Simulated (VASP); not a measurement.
Input of a VASP 6.6.1 run:

The input INCAR:

```
ALGO = Normal ; EDIFF = 1E-6
ENCUT = 520 ; GGA = RP
ISIF = 2 ; ISMEAR = -1
LASPH = True ; LCHARG = False
LREAL = False ; LWAVE = False
NBANDS = 8 ; NELM = 100
PREC = Accurate ; SIGMA = 0.1
```

Contents of KPOINTS:

```
k-points
0
Gamma
  13 13 13
```

Contents of POSCAR:

```
Li
1.0
    2.7355448737      0.0000000000      0.0000000000
    0.0000000000      2.7355448737      0.0000000000
    0.0000000000      0.0000000000      2.7355448737
Li
1
Direct
    0.0000000000      0.0000000000      0.0000000000
```

Potentials or basis: VASP PAW PBE potentials, release 64 (Li_sv).

Run with:

```bash
$ cat potpaw_PBE.64/Li_sv/POTCAR > POTCAR
$ mpirun -np 1 vasp_std > vasp.out
```

Task: Estimate the band gap on the k mesh.

Result: Zero (an odd number of electrons rules out a gap without spin polarisation).
